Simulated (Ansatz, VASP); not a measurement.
**Two plane-wave programs on CuF**

POSCAR

```
CuF
1.0
    2.7384616615      0.0000000000      0.0000000000
    0.0000000000      2.7384616615      0.0000000000
    0.0000000000      0.0000000000      2.7384616615
Cu F
1 1
Direct
    0.0000000000      0.0000000000      0.0000000000
    0.5000000000      0.5000000000      0.5000000000
```

File INCAR.step1:

```
SYSTEM = CuF
PREC = Accurate
ENCUT = 1010
EDIFF = 1E-5
ISMEAR = -1
SIGMA = 0.02
LREAL = .FALSE.
LASPH = .TRUE.
NELM = 120
ALGO = Normal
ISIF = 2
LWAVE = .TRUE.
LCHARG = .FALSE.
NBANDS = 20
GGA = PE
GGA_COMPAT = .FALSE.
```

Contents of INCAR.step2:

```
SYSTEM = CuF
PREC = Accurate
ENCUT = 1010
EDIFF = 1E-6
ISMEAR = -1
SIGMA = 0.02
LREAL = .FALSE.
LASPH = .TRUE.
NELM = 120
ALGO = Normal
ISIF = 2
LWAVE = .FALSE.
LCHARG = .FALSE.
GGA = PE
LHFCALC = .TRUE.
AEXX = 0.3
PRECFOCK = Normal
NBANDS = 20
ISTART = 1
GGA_COMPAT = .FALSE.
```

KPOINTS

```
Automatic mesh
0
G
  4 4 4
  0 0 0
```

Input for Ansatz:

```yaml
crystal:
  lattice:
    - [2.7384616615, 0.0, 0.0]
    - [0.0, 2.7384616615, 0.0]
    - [0.0, 0.0, 2.7384616615]
  atoms:
    - { symbol: Cu, position: [0.0, 0.0, 0.0] }
    - { symbol: F, position: [0.5, 0.5, 0.5] }
kpoints:
  mp_grid: { grid: [4, 4, 4] }
hamiltonian:
  xc: { exchange: pbe, correlation: pbe, exx: { coeff: 0.3 } }
scf:
  occupations: { method: fermi_dirac, width: 0.02 }
  n_extra_bands: 4
output:
  forces: true
  stress: true
  eigenvalues: true
```

Alike in both runs: task single point; functional PBE-based global hybrid with a share of 0.3 of exact exchange; k mesh 4 × 4 × 4; occupations fermi-dirac, width 0.02 eV; no spin polarisation.

|  | VASP | Ansatz |
| --- | --- | --- |
| version | VASP 6.6.1 | Ansatz 0.2.0 |
| potentials or method | VASP PAW PBE potentials, release 64 (Cu_sv_GW, F_h) | plane waves |
| plane-wave cutoff (eV) | 1010 | 420 |
| valence electrons in the cell | 26 | 26 |

|  | VASP | Ansatz | Ansatz less VASP |
| --- | --- | --- | --- |
| gap on the k mesh at the Fermi level (eV) | 1.61 | 1.58 | -0.031 |

VASP's potentials were made for PBE, not for PBE-based global hybrid. With one functional, cell and mesh, what is left measures potentials, basis and numerics. Ansatz's warnings: stress exchange threshold loose, stress scf threshold loose.

The k mesh is coarse, so the values compare programs but aren't converged.
